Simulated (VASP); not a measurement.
Crystal: C.

```
C
1.0
     0.00000    1.78337    1.78337
     1.78337    0.00000    1.78337
     1.78337    1.78337    0.00000
C
2
Cartesian
  2.6751 2.6751 2.6751
  1.7834 1.7834 1.7834
```

```yaml
Program: VASP 6.6.1
Task: relaxation of cell and atoms
Functional: PBEsol
Dispersion: D4
Potentials_or_basis: VASP PAW PBE potentials, release 64 (C)
Cutoff: 600 eV
k_mesh: 13 × 13 × 13
Occupations: fermi-dirac, width 0.05 eV
Spin: no spin polarisation
```

At the start: pressure -7.4 GPa; volume 5.67 Å³/atom.

Problem. How do energy, volume and symmetry change on relaxing?

Solution. Over 3 steps the energy falls by 2.2 meV/atom and the volume is 5.58 Å³/atom (-1.7 %); space group Fd-3m (No. 227, to 0.05 Å).

Step by step:
```csv
step,energy change (eV),largest force (eV/Å),pressure (GPa),volume (Å³)
1,0.0000,0.0000,-7.43,11.34
2,0.0029,0.0000,10.17,10.92
3,-0.0045,0.0000,-0.03,11.16
```

Final structure:
```
C
1.0
     0.00000    1.77343    1.77343
     1.77343    0.00000    1.77343
     1.77343    1.77343    0.00000
C
2
Direct
  0.75000 0.75000 0.75000
  0.50000 0.50000 0.50000
```

The cell as given is a measured one (5.67 Å³/atom); PBEsol+D4 puts the equilibrium volume -1.7 % from it, thermal expansion not counted.

Caveat: the PAW data sets were made with another functional, which shifts forces and pressure a little.
